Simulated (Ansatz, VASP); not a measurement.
**Os in VASP and in Ansatz**

```
CELL_PARAMETERS angstrom
2.95283 0.00000 0.00000
-1.47641 2.55722 0.00000
0.00000 0.00000 4.31970
ATOMIC_POSITIONS crystal
Os 0.33333 0.66667 0.25000
Os 0.66667 0.33333 0.75000
```

Change from the starting cell: strain +0.080 along x and y, +0.000 along z, atoms carried along.

Alike in both runs: task single point; functional PBEsol; k mesh 18 × 18 × 12; occupations gaussian, width 0.15 eV; no spin polarisation.

```csv
,VASP,Ansatz
version,VASP 6.6.1,Ansatz 0.2.0
potentials or method,"VASP PAW PBE potentials, release 64 (Os), cutoff 520 eV","scalar-relativistic, plane waves, PAW"
valence electrons in the cell,16,32
```

```csv
,VASP,Ansatz,Ansatz less VASP
gap on the k mesh at the Fermi level (eV),none,none,-
pressure (GPa),-44.8,-44.3,+0.46
"traceless stress, the component that is largest in VASP (GPa)",13.49,13.75,+0.263
```

VASP's potentials were made for PBE, not for PBEsol. A gap of «none» marks a metal or a gap that the smearing closes. Both programs put the cell under strong tension, so it lies far from rest at this level. VASP's potentials hold 16 valence electrons a cell and Ansatz's 32, so a difference there can come from the potentials and not from the codes.

Neither program's run includes spin-orbit coupling. Noted on VASP's run: the cell as given lies far from equilibrium.
